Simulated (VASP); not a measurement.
Runs of VASP 6.6.1 on Hf. The structure is that of space group Im-3m (No. 229), or close to it. The cells are those of the table. 

```csv
cell,gap on the mesh (eV),pressure (GPa)
"a = 3.033 Å, angles 109.5°, 1 atom",none,-1.2
"a = 3.064 Å, angles 110.3, 110.3, 107.8°, 1 atom",none,-4.2
"a = 3.158 Å, angles 110.3, 110.3, 107.9°, 1 atom",none,-11.4
"a = 3.095 Å, angles 108.7, 108.7, 111.1°, 1 atom",none,(a)
```

Alike in all rows: task single point; level PBEsol; potentials or basis VASP PAW PBE potentials, release 64 (Hf_pv); no spin polarisation; k mesh 18 × 18 × 18; cutoff (eV) 520; smearing gaussian 0.15 eV.

Problem. Estimate the missing entries.

Solution. (a) -6.9.

Caveats: the PAW data sets were made with another functional, which shifts forces and pressure a little; spin-orbit coupling is left out, which moves the levels of the heavy elements.

A k mesh can miss the band edges, and the runs leave out spin-orbit coupling on Hf.

A gap of «none» marks levels without a gap at the run's occupations.
